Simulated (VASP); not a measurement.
A run of VASP 6.6.1 is set up as follows.

Contents of INCAR:

```
PREC     = Accurate       # precision mode
ENCUT    = 600            # plane-wave cutoff, eV
EDIFF    = 1E-6           # SCF threshold, eV
ISMEAR   = 0              # smearing method
SIGMA    = 0.15           # smearing width, eV
LREAL    = False          # projectors in reciprocal space
LASPH    = True           # aspherical terms in the spheres
NELM     = 80             # most SCF steps
ALGO     = Normal         # electronic algorithm
ISIF     = 3              # what is computed and relaxed
LWAVE    = False          # write WAVECAR
LCHARG   = False          # write CHGCAR
GGA      = PE             # functional
IBRION   = 2              # ionic algorithm
NSW      = 36             # ionic steps
EDIFFG   = -0.08          # ionic threshold
```

File KPOINTS:

```
regular mesh
0
Gamma
  3 3 2
```

POSCAR

```
Sc2GaBiO2
1.0
    4.0454659700      0.0000000000      0.0000000000
   -2.0227329800      3.5034763000      0.0000000000
    0.0000000000      0.0000000000      8.6113556400
Sc Ga Bi O
2 1 1 2
Direct
    0.0000000000      0.0000000000      0.6965989800
    0.0000000000      0.0000000000      0.3034010200
    0.6666666700      0.3333333300      0.0000000000
    0.0000000000      0.0000000000      0.0000000000
    0.3333333300      0.6666666700      0.4439972600
    0.3333333300      0.6666666700      0.5560027400
```

Potentials or basis: VASP PAW PBE potentials, release 64 (Sc_sv, Ga_d, Bi_d, O).

The run is started by

```bash
$ cat potpaw_PBE.64/Sc_sv/POTCAR potpaw_PBE.64/Ga_d/POTCAR potpaw_PBE.64/Bi_d/POTCAR potpaw_PBE.64/O/POTCAR > POTCAR
$ mpirun -np 1 vasp_std > vasp.out
```

Task: Predict the space group after relaxing (to 0.1 Å).

Result: P-6m2 (No. 187).

Task: Predict the band gap on the k mesh.

Result: Zero (bands 31 and 32 overlap by 0.63 eV).

Task: Estimate the relaxed volume.

Result: 23.06 Å³/atom.

Forces on the atoms (eV/Å):
```
Sc   0.000  0.000 -0.054
Sc   0.000  0.000  0.054
Ga   0.000  0.000  0.000
Bi   0.000  0.000  0.000
O    0.000  0.000 -0.011
O    0.000  0.000  0.011
```

Caveat: the k points lie up to 0.60 Å⁻¹ apart in the final cell, too coarse for converged energies and pressures of a metal; the standard files for N, O and F lose accuracy on very short bonds; spin-orbit coupling is left out, which moves the levels of the heavy elements; the relaxation stopped at a loose force limit of 0.08 eV/Å, so its end isn't a converged minimum.
